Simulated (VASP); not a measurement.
# Li3SeBr (Pm-3m) in VASP: elastic constants with PBEsol

Aim: the elastic constants of Li3SeBr with PBEsol.

Program: VASP 6.6.1. These are calculated values, not measurements. Logs are shortened: lines on timing, memory, paths and dates and some standing lists are left out, and cuts for length are marked.

## (1) The cell of the first run

It takes space group Pm-3m (No. 221, cubic). The conventional cell has a = 4.767 Å, b = 4.767 Å, c = 4.767 Å, α = 90.00°, β = 90.00°, γ = 90.00°. Br (site symmetry m-3m) has 12 Li at 3.37 Å and 8 Se at 4.13 Å within 4.4 Å. Within 3.1 Å of Se (site symmetry m-3m) lie 6 Li at 2.38 Å. Within 3.1 Å of Li (site symmetry 4/mmm) lie 2 Se at 2.38 Å.

## (2) Elastic constants, PBEsol

Input file INCAR:

```
PREC     = Accurate       # precision mode
ENCUT    = 600            # plane-wave cutoff, eV
EDIFF    = 1E-8           # SCF threshold, eV
ISMEAR   = 0              # smearing method
SIGMA    = 0.01           # smearing width, eV
LREAL    = F              # projectors in reciprocal space
LASPH    = T              # aspherical terms in the spheres
NELM     = 100            # most SCF steps
ALGO     = Normal         # electronic algorithm
ISIF     = 3              # what is computed and relaxed
LWAVE    = F              # write WAVECAR
LCHARG   = F              # write CHGCAR
GGA      = PS             # functional
IBRION   = 6              # ionic algorithm
NFREE    = 2            
POTIM    = 0.015          # step
NSW      = 1              # ionic steps
```

Input file KPOINTS:

```
Automatic mesh
0
Gamma
  6 6 6
```

Input file POSCAR:

```
Li3SeBr
1.0
    4.7672000000      0.0000000000      0.0000000000
    0.0000000000      4.7672000000      0.0000000000
    0.0000000000      0.0000000000      4.7672000000
Br Se Li
1 1 3
Direct
    0.0000000000      0.0000000000      0.0000000000
    0.5000000000      0.5000000000      0.5000000000
    0.5000000000      0.5000000000      0.0000000000
    0.5000000000      0.0000000000      0.5000000000
    0.0000000000      0.5000000000      0.5000000000
```

Potentials or basis: VASP PAW PBE potentials, release 64 (Br, Se, Li_sv).

Launch:

```
> cat potpaw_PBE.64/Br/POTCAR potpaw_PBE.64/Se/POTCAR potpaw_PBE.64/Li_sv/POTCAR > POTCAR
> mpirun -np 1 vasp_std > vasp.out
```

OUTCAR:

```text
PREC = Accurate
   ENCUT = 600
   EDIFF = 1E-8
   ISMEAR = 0
   LREAL = F
   LASPH = T
   NELM = 100
   ISIF = 3
   GGA = PS
   IBRION = 6
   NFREE = 2
   POTIM = 0.015
   NSW = 1

 ion  position               nearest neighbor table
   1  0.000  0.000  0.000-
   2  0.500  0.500  0.500-   3 2.38   4 2.38   5 2.38   3 2.38   4 2.38   5 2.38
   3  0.500  0.500  0.000-   2 2.38   2 2.38
   4  0.500  0.000  0.500-   2 2.38   2 2.38
   5  0.000  0.500  0.500-   2 2.38   2 2.38

  LATTYP: Found a simple cubic cell.
 ALAT       =     4.7672000000

  Lattice vectors:

 A1 = (   4.7672000000,   0.0000000000,   0.0000000000)
 A2 = (   0.0000000000,   4.7672000000,   0.0000000000)
 A3 = (   0.0000000000,   0.0000000000,   4.7672000000)

Analysis of symmetry for initial positions (statically):
=====================================================================
 Subroutine PRICEL returns:
 Original cell was already a primitive cell.

 Routine SETGRP: Setting up the symmetry group for a
 simple cubic supercell.

 Subroutine GETGRP returns: Found 48 space group operations
 (whereof 48 operations were pure point group operations)
 out of a pool of 48 trial point group operations.

The static configuration has the point symmetry O_h .

Analysis of symmetry for dynamics (positions and initial velocities):
=====================================================================
 Subroutine PRICEL returns:
 Original cell was already a primitive cell.

 Routine SETGRP: Setting up the symmetry group for a
 simple cubic supercell.

 Subroutine GETGRP returns: Found 48 space group operations
 (whereof 48 operations were pure point group operations)
 out of a pool of 48 trial point group operations.

The dynamic configuration has the point symmetry O_h .

 Subroutine INISYM returns: Found 48 space group operations
 (whereof 48 operations are pure point group operations),
 and found     1 'primitive' translations

----------------------------------------------------------------------------------------

                                     Primitive cell

  volume of cell :     108.3403

  direct lattice vectors                    reciprocal lattice vectors
     4.767200000  0.000000000  0.000000000     0.209766739  0.000000000  0.000000000
     0.000000000  4.767200000  0.000000000     0.000000000  0.209766739  0.000000000
     0.000000000  0.000000000  4.767200000     0.000000000  0.000000000  0.209766739

  length of vectors
     4.767200000  4.767200000  4.767200000     0.209766739  0.209766739  0.209766739

  position of ions in fractional coordinates (direct lattice)
     0.000000000  0.000000000  0.000000000
     0.500000000  0.500000000  0.500000000
     0.500000000  0.500000000  0.000000000
     0.500000000  0.000000000  0.500000000
     0.000000000  0.500000000  0.500000000

  ion indices of the primitive-cell ions
   primitive index   ion index
                 1           1
                 2           2
                 3           3
                 4           4
                 5           5

----------------------------------------------------------------------------------------

 KPOINTS: Automatic mesh

Automatic generation of k-mesh.
 Grid dimensions read from file:
 generate k-points for:    6    6    6

 Generating k-lattice:

  Cartesian coordinates                     Fractional coordinates (reciprocal lattice)
     0.034961123  0.000000000  0.000000000     0.166666667  0.000000000  0.000000000
     0.000000000  0.034961123  0.000000000     0.000000000  0.166666667  0.000000000
     0.000000000  0.000000000  0.034961123     0.000000000  0.000000000  0.166666667

  Length of vectors
     0.034961123  0.034961123  0.034961123

  Shift w.r.t. Gamma in fractional coordinates (k-lattice)
[... 649 lines left out ...]
     15       6.5728      0.00000

 [... further k-points ...]

[... ionic steps 4 to 18 ...]

--------------------------------------- Ionic step       19  -------------------------------------------

 number of electron      21.9999970 magnetization

------------------------ aborting loop because EDIFF is reached ----------------------------------------
[... 73 lines left out ...]
--------------------------------------- Ionic step       21  -------------------------------------------

 number of electron      21.9999970 magnetization

 Free energy of the ion-electron system (eV)
  ---------------------------------------------------
  ext. energy  EPLUGINS =         0.00000000
  ---------------------------------------------------
  free energy    TOTEN  =       -17.60860018 eV

  energy without entropy =      -17.60860018  energy(sigma->0) =      -17.60860018

 E-fermi :   0.1378     XC(G=0):  -7.9167

 val. band max:       -0.0361401016   @ k =   0.0000   0.5000   0.5000
 cond. band min:       3.2666468916   @ k =   0.0000   0.0000   0.0000
 fundamental gap:      3.3027869932
 Fermi energy:         0.1378287229

 k-point     1 :       0.0000    0.0000    0.0000
  band No.  band energies     occupation
      1     -44.0567      2.00000
      2     -44.0493      2.00000
      3     -44.0492      2.00000
      4     -13.1236      2.00000
      5     -10.7258      2.00000
      6      -1.9424      2.00000
      7      -1.9424      2.00000
      8      -1.9423      2.00000
      9      -0.3548      2.00000
     10      -0.3548      2.00000
     11      -0.3548      2.00000
     12       3.2666      0.00000
     13       5.3980      0.00000
     14       5.3980      0.00000
[... 401 lines left out ...]
      2     -44.0496      2.00000
      3     -44.0493      2.00000
      4     -13.1012      2.00000
      5     -10.7618      2.00000
      6      -2.0915      2.00000
      7      -1.7464      2.00000
      8      -1.5704      2.00000
      9      -1.0695      2.00000
     10      -0.5383      2.00000
     11      -0.2901      2.00000
     12       4.0830      0.00000
     13       5.5923      0.00000
     14       5.9521      0.00000
     15       7.2187      0.00000

 [... further k-points ...]

------------------------ aborting loop because EDIFF is reached ----------------------------------------

  FORCE on cell =-STRESS in cart. coord.  units (eV):
  Direction    XX          YY          ZZ          XY          YZ          ZX
  --------------------------------------------------------------------------------------
  -------------------------------------------------------------------------------------
  Total        0.2149825      0.2149825      0.2207785      0.0000000      0.0000000     -0.0000000
  in kB        3.1792412      3.1792412      3.2649555      0.0000000      0.0000000     -0.0000000
  external PRESSURE =       3.2078126 kB  Pullay stress =       0.0000000 kB
[... 20 lines left out ...]
  FREE ENERGIE OF THE ION-ELECTRON SYSTEM (eV)
  ---------------------------------------------------
  free  energy   TOTEN  =       -17.6086001835 eV

  energy  without entropy=      -17.6086001835  energy(sigma->0) =      -17.60860018

 INTERNAL STRAIN TENSORS FROM STRAINED CELLS
 ============================================

 INTERNAL STRAIN TENSOR FOR ION    1 for displacements in x,y,z  (eV/Angst):
          X           Y           Z          XY          YZ          ZX
  --------------------------------------------------------------------------------
  x     0.00000     0.00000     0.00000     0.00000     0.00000    -0.00000
  y     0.00000     0.00000     0.00000     0.00000     0.00000     0.00000
  z     0.00000     0.00000     0.00000     0.00000     0.00000     0.00000

 INTERNAL STRAIN TENSORS FROM DISPLACED ATOMS
 ============================================

 INTERNAL STRAIN TENSOR FOR ION    1 for displacements in x,y,z  (eV/Angst):
          X           Y           Z          XY          YZ          ZX
  --------------------------------------------------------------------------------
  x     0.00000     0.00000     0.00000     0.00000     0.00000     0.00000
  y     0.00000     0.00000     0.00000     0.00000     0.00000     0.00000
  z     0.00000     0.00000     0.00000     0.00000     0.00000     0.00000

 INTERNAL STRAIN TENSOR FOR ION    5 for displacements in x,y,z  (eV/Angst):
          X           Y           Z          XY          YZ          ZX
  --------------------------------------------------------------------------------
  x     0.00000     0.00000     0.00000     0.00000     0.00000     0.00000
  y     0.00000     0.00000     0.00000     0.00000     0.00000     0.00000
  z     0.00000     0.00000     0.00000     0.00000     0.00000     0.00000

 Eigenvectors and eigenvalues of the dynamical matrix
 ----------------------------------------------------

   1 f  =   16.068085 THz   100.958757 2PiTHz  535.973630 cm-1    66.452231 meV
             X         Y         Z           dx          dy          dz
      0.000000  0.000000  0.000000     0.000614    0.000004    0.003695
      2.383600  2.383600  2.383600     0.043263    0.000285    0.260509
      2.383600  2.383600  0.000000     0.005379    0.000035   -0.950359
      2.383600  0.000000  2.383600     0.005379   -0.001041    0.032390
      0.000000  2.383600  2.383600    -0.157826    0.000035    0.032390
[... 105 lines left out ...]
  15 f/i=    4.267319 THz    26.812355 2PiTHz  142.342435 cm-1    17.648205 meV
             X         Y         Z           dx          dy          dz
      0.000000  0.000000  0.000000     0.387513    0.002443    0.005998
      2.383600  2.383600  2.383600     0.006073    0.000038    0.000094
      2.383600  2.383600  0.000000    -0.651083   -0.004104   -0.000638
      2.383600  0.000000  2.383600    -0.651083   -0.000260   -0.010078
      0.000000  2.383600  2.383600    -0.041209   -0.004104   -0.010078

--------------------------------------------------------------------------------------------------------

 ELASTIC MODULI CONTR FROM IONIC RELAXATION (kBar)
 Direction    XX          YY          ZZ          XY          YZ          ZX
 --------------------------------------------------------------------------------
 XX           0.0000      0.0000      0.0000      0.0000      0.0000      0.0000
 YY           0.0000      0.0000      0.0000      0.0000      0.0000      0.0000
 ZZ           0.0000      0.0000      0.0000      0.0000      0.0000      0.0000
 XY           0.0000      0.0000      0.0000      0.0000      0.0000      0.0000
 YZ           0.0000      0.0000      0.0000      0.0000      0.0000      0.0000
 ZX           0.0000      0.0000      0.0000      0.0000      0.0000      0.0000
 --------------------------------------------------------------------------------

 TOTAL ELASTIC MODULI (kBar)
 Direction    XX          YY          ZZ          XY          YZ          ZX
 --------------------------------------------------------------------------------
 XX         595.7896     91.8241     91.8241     -0.0000      0.0000     -0.0000
 YY          91.8241    595.7896     91.8241      0.0000     -0.0000     -0.0000
 ZZ          91.8241     91.8241    595.7896      0.0000      0.0000      0.0000
 XY          -0.0000      0.0000      0.0000     97.2842      0.0000      0.0000
 YZ           0.0000     -0.0000      0.0000      0.0000     97.2842      0.0000
 ZX          -0.0000     -0.0000      0.0000      0.0000      0.0000     97.2842
 --------------------------------------------------------------------------------
```

Run time: 21 min. Hardware: 1 thread of Intel Xeon Platinum 8488C (Sapphire Rapids), shared host; peak memory 0.46 GiB.

What came out:

```yaml
Elastic_constants_C11_C12_C44: 60, 9, 10 GPa
Voigt_bulk_modulus: 26 GPa
Highest_phonon_frequency_at_Γ_LO-TO_splitting_left_out: 536 cm⁻¹
Most_unstable_mode: 142i cm⁻¹
```

Phonon frequencies in cm⁻¹ (negative: imaginary):
```tsv
q point	frequencies
(0.000, 0.000, 0.000)	-142 -142 -142 -142 -142 -142 0 0 0 92 92 92 536 536 536
```

Elastic tensor in Voigt notation (GPa, in the Cartesian axes of the cell as first typed):
```
60  9  9  0  0  0
 9 60  9  0  0  0
 9  9 60  0  0  0
 0  0  0 10  0  0
 0  0  0  0 10  0
 0  0  0  0  0 10
```

Clamped-ion elastic tensor (GPa):
```
60  9  9  0  0  0
 9 60  9  0  0  0
 9  9 60  0  0  0
 0  0  0 10  0  0
 0  0  0  0 10  0
 0  0  0  0  0 10
```

Caveat: the cutoff is under 1.25 times the usual one of these potentials, so pressure, stress and relaxed cells hold a basis-set (Pulay) error; some modes are imaginary; the PAW data sets were made with another functional, which shifts forces and pressure a little.
